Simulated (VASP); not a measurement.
# As (P6_3/mmc) in VASP: notebook, part 2 of 2

VASP 6.6.1. Earlier steps stand in the parts before.

## 4. Relaxation of cell and atoms, PBE, target pressure 220 GPa, at which the enthalpy is minimised

The input, INCAR:

```
SYSTEM = As
PREC = Accurate ; ENCUT = 600
EDIFF = 1E-6 ; ISMEAR = -1
SIGMA = 0.08 ; LREAL = .False.
LASPH = .True. ; NELM = 80
ALGO = Normal ; ISIF = 3
LWAVE = .False. ; LCHARG = .False.
GGA = PE ; IBRION = 2
NSW = 32 ; EDIFFG = -0.005
PSTRESS = 2200.0
```

The input, KPOINTS:

```
regular mesh
0
Gamma
  18 18 10
  0 0 0
```

The input, POSCAR:

```
As
1.0
    2.4518773172      0.0000000000      0.0000000000
   -1.2259386586      2.1233880436      0.0000000000
    0.0000000000      0.0000000000      3.8087880572
As
2
Direct
    0.3333333333      0.6666666667      0.2500000000
    0.6666666667      0.3333333333      0.7500000000
```

The run is started by

```bash
cat potpaw_PBE.64/As/POTCAR > POTCAR
mpirun -np 1 vasp_std > vasp.out
```

It took 53 s on 1 thread of Intel Xeon 6975P-C (Granite Rapids), shared host; peak memory 0.17 GiB.

The run converged. Its results:

| Quantity | Value |
| --- | --- |
| Free energy | -1.3052 eV |
| Relaxed volume | 10.00 Å³/atom |
| Relaxed cell | a = 2.458 Å, b = 2.458 Å, c = 3.824 Å, α = 90.00°, β = 90.00°, γ = 120.00° |
| Space group after relaxing (to 0.05 Å) | P6_3/mmc (No. 194) |
| Energy change on relaxing (the enthalpy is what falls) | -125.0 meV/atom |
| Ionic steps | 9 |
| Pressure after relaxing | 220.0 GPa |
| Band gap on the k mesh | zero (band 5 reaches 25.72 eV, above the bottom of band 6 at 8.34 eV) |

Step by step:
```
step  energy change (eV)  largest force (eV/Å)  pressure (GPa)  volume (Å³)
   1              0.0000                0.0000          227.57        19.83
   2             -1.7215                0.0000          176.14        21.20
   3             -0.2577                0.0000          219.78        20.01
   4             -0.2507                0.0000          219.97        20.01
   5             -0.2458                0.0000          220.13        20.01
   6             -0.2464                0.0000          220.13        20.01
   7             -0.2465                0.0000          220.13        20.01
   8             -0.2744                0.0000          219.29        20.03
   9             -0.2501                0.0000          220.02        20.01
```

Final structure:
```cif
data_structure
_symmetry_space_group_name_H-M 'P 1'
_symmetry_Int_Tables_number 1
_cell_length_a 2.4580
_cell_length_b 2.4580
_cell_length_c 3.8240
_cell_angle_alpha 90.000
_cell_angle_beta 90.000
_cell_angle_gamma 120.000
_cell_volume 20.01
loop_
_atom_site_label
_atom_site_type_symbol
_atom_site_fract_x
_atom_site_fract_y
_atom_site_fract_z
_atom_site_occupancy
As1 As 0.33333 0.66667 0.25000 1
As2 As 0.66667 0.33333 0.75000 1
```

Levels at points of the mesh, in eV from the Fermi level:
| k point | band 2 | band 3 | band 4 | band 5 | band 6 | band 7 | band 8 | band 9 |
| --- | --- | --- | --- | --- | --- | --- | --- | --- |
| (0.00, 0.00, 0.00) | -12.80 | -12.62 | 7.13 | 7.13 | 10.09 | 10.09 | 13.19 | 13.21 |
| (0.50, 0.00, 0.00) | -14.28 | -5.51 | -4.86 | -4.25 | -2.36 | -0.07 | 4.84 | 8.80 |
| (0.00, 0.00, 0.50) | -20.69 | 0.28 | 0.28 | 9.33 | 9.33 | 9.33 | 9.33 | 13.71 |
| (0.50, 0.00, 0.50) | -12.73 | -11.53 | -11.53 | 2.73 | 2.73 | 5.56 | 5.56 | 7.75 |

Caveat: the cell is relaxed towards a set pressure, so the enthalpy falls and the energy may rise.

## 5. Single point, PBE

The input, INCAR:

```
SYSTEM = As
PREC = Accurate ; ENCUT = 600
EDIFF = 1E-6 ; ISMEAR = -1
SIGMA = 0.08 ; LREAL = .FALSE.
LASPH = .TRUE. ; NELM = 120
ALGO = Normal ; ISIF = 2
LWAVE = .FALSE. ; LCHARG = .FALSE.
GGA = PE ; NBANDS = 22
GGA_COMPAT = .FALSE.
```

The input, KPOINTS:

```
Automatic mesh
0
G
  18 18 10
  0 0 0
```

Edit POSCAR of step 4 so:

```diff
@@ -2,3 +2,3 @@
 1.0
-    2.4518773172      0.0000000000      0.0000000000
+    2.4518773171      0.0000000000      0.0000000000
    -1.2259386586      2.1233880436      0.0000000000
```

Potentials or basis: VASP PAW PBE potentials, release 64 (As_d).

The run is started by

```bash
cat potpaw_PBE.64/As_d/POTCAR > POTCAR
mpirun -np 1 vasp_std > vasp.out
```

OUTCAR:

```text
SYSTEM = As
   PREC = Accurate
   ENCUT = 600
   EDIFF = 1E-6
   ISMEAR = -1
   LREAL = .FALSE.
   LASPH = .TRUE.
   NELM = 120
   ISIF = 2
   GGA = PE

 ion  position               nearest neighbor table
   1  0.333  0.667  0.250-   2 2.37   2 2.37   2 2.37   2 2.37   2 2.37   2 2.37
   2  0.667  0.333  0.750-   1 2.37   1 2.37   1 2.37   1 2.37   1 2.37   1 2.37

  LATTYP: Found a hexagonal cell.
 ALAT       =     2.4518773171
 C/A-ratio  =     1.5534170615

  Lattice vectors:

 A1 = (   2.4518773171,   0.0000000000,   0.0000000000)
 A2 = (  -1.2259386586,   2.1233880436,   0.0000000000)
 A3 = (   0.0000000000,   0.0000000000,   3.8087880572)

Analysis of symmetry for initial positions (statically):
=====================================================================
 Subroutine PRICEL returns:
 Original cell was already a primitive cell.

 Routine SETGRP: Setting up the symmetry group for a
 hexagonal supercell.

 Subroutine GETGRP returns: Found 24 space group operations
 (whereof 12 operations were pure point group operations)
[... 155 lines left out ...]

 number of electron      29.9999998 magnetization

 Free energy of the ion-electron system (eV)
  ---------------------------------------------------
  ext. energy  EPLUGINS =         0.00000000
  ---------------------------------------------------
  free energy    TOTEN  =        -1.15658723 eV

  energy without entropy =       -1.14252293  energy(sigma->0) =       -1.14955508

 E-fermi :  12.9034     XC(G=0): -15.3879

 val. band max:       12.8970306940   @ k =   0.4444   0.1111   0.2000
 cond. band min:      12.9220695774   @ k =   0.4444  -0.0000   0.0000
 fundamental gap:      0.0250388834
 Fermi energy:        12.9033560930

 k-point     1 :       0.0000    0.0000    0.0000
  band No.  band energies     occupation
      1     -24.3637      2.00000
      2     -24.2861      2.00000
      3     -24.2752      2.00000
      4     -24.2752      2.00000
      5     -24.2459      2.00000
      6     -24.2459      2.00000
[... 589 lines left out ...]
     21      31.7526      0.00000
     22      32.1650      0.00000

 [... further k-points ...]
[... 5 lines left out ...]
  --------------------------------------------------------------------------------------
  -------------------------------------------------------------------------------------
  Total       27.4467792     27.4467793     27.3958578     -0.0000000     -0.0000000      0.0000000
  in kB     2217.6196521   2217.6196521   2213.5053468     -0.0000001     -0.0000000      0.0000000
  external PRESSURE =    2216.2482170 kB  Pullay stress =       0.0000000 kB

 VOLUME and BASIS-vectors are now :
 -----------------------------------------------------------------------------
  energy-cutoff  :      600.00
  volume of cell :       19.83
      direct lattice vectors                 reciprocal lattice vectors
     2.451877317  0.000000000  0.000000000     0.407850749  0.235472740  0.000000000
    -1.225938659  2.123388044  0.000000000     0.000000000  0.470945479  0.000000000
     0.000000000  0.000000000  3.808788057     0.000000000  0.000000000  0.262550708

 POSITION                                       TOTAL-FORCE (eV/Angst)
 -----------------------------------------------------------------------------------
     -0.00000      1.41559      0.95220        -0.000000      0.000000      0.000000
      1.22594      0.70780      2.85659         0.000000     -0.000000      0.000000
 -----------------------------------------------------------------------------------
    total drift:                                0.000000     -0.000000      0.000000

  FREE ENERGIE OF THE ION-ELECTRON SYSTEM (eV)
  ---------------------------------------------------
  free  energy   TOTEN  =        -1.1565872287 eV

  energy  without entropy=       -1.1425229276  energy(sigma->0) =       -1.14955508
```

OSZICAR:

```text
N       E                     dE             d eps       ncg     rms          rms(c)
DAV:   1     0.171358697676E+03    0.17136E+03   -0.12016E+04 13476   0.736E+03
DAV:   2     0.166554114609E+02   -0.15470E+03   -0.14590E+03 10088   0.776E+02
DAV:   3    -0.955732929694E+00   -0.17611E+02   -0.17166E+02 10508   0.127E+02
DAV:   4    -0.137653590944E+01   -0.42080E+00   -0.41977E+00 11412   0.234E+01
DAV:   5    -0.137943332489E+01   -0.28974E-02   -0.28973E-02 10714   0.215E+00    0.110E+01
DAV:   6    -0.123798633776E+01    0.14145E+00   -0.29059E-02 13806   0.376E+00    0.645E+00
DAV:   7    -0.115644984377E+01    0.81536E-01   -0.68558E-02 12620   0.399E+00    0.199E-01
DAV:   8    -0.115651143542E+01   -0.61592E-04   -0.12198E-03 13276   0.763E-01    0.893E-02
DAV:   9    -0.115658518910E+01   -0.73754E-04   -0.71075E-05 14228   0.155E-01    0.156E-02
DAV:  10    -0.115658713504E+01   -0.19459E-05   -0.10983E-05 12774   0.111E-01    0.118E-03
DAV:  11    -0.115658722868E+01   -0.93648E-07   -0.42200E-07  7462   0.644E-03
   1 F= -.11565872E+01 E0= -.11495551E+01  d E =-.140643E-01
```

It took 64 s on 1 thread of Intel Xeon Platinum 8259CL at 2.50GHz (Skylake/Cascade Lake), shared host; peak memory 0.21 GiB.

Results:

```yaml
Free_energy: -1.1566 eV
Pressure: 221.6 GPa
Band_gap_on_the_k_mesh: zero (band 15 reaches 22.28 eV, above the bottom of band 16 at 4.85 eV)
```

Stress tensor (GPa, compression positive):
```
221.76   0.00   0.00
  0.00 221.76   0.00
  0.00   0.00 221.35
```

## 6. Summary

| task | potentials or basis | cell | cutoff (eV) | second run | gap on the mesh (eV) | pressure (GPa) |
| --- | --- | --- | --- | --- | --- | --- |
| single point | VASP PAW PBE potentials, release 64 (As) | a = 2.452, b = 2.452, c = 3.809 Å, angles 90.0, 90.0, 120.0°, 2 atoms | 520 | - | none | 227.6 |
| relaxation of cell and atoms | VASP PAW PBE potentials, release 64 (As) | relaxed to 220 GPa from a = 2.452, b = 2.452, c = 3.809 Å, angles 90.0, 90.0, 120.0°, 2 atoms | 600 | - | none | 220.0 |
| single point | VASP PAW PBE potentials, release 64 (As_d) | a = 2.452, b = 2.452, c = 3.809 Å, angles 90.0, 90.0, 120.0°, 2 atoms | 600 | valence_matched | none | 221.6 |

Alike in all rows: level PBE; no spin polarisation; k mesh 18 × 18 × 10; smearing fermi-dirac 0.08 eV.

Caveats: the cell is relaxed towards a set pressure, so the enthalpy falls and the energy may rise (some runs).

Total energies depend on the potentials used, so only differences within one code and one set of settings carry meaning.
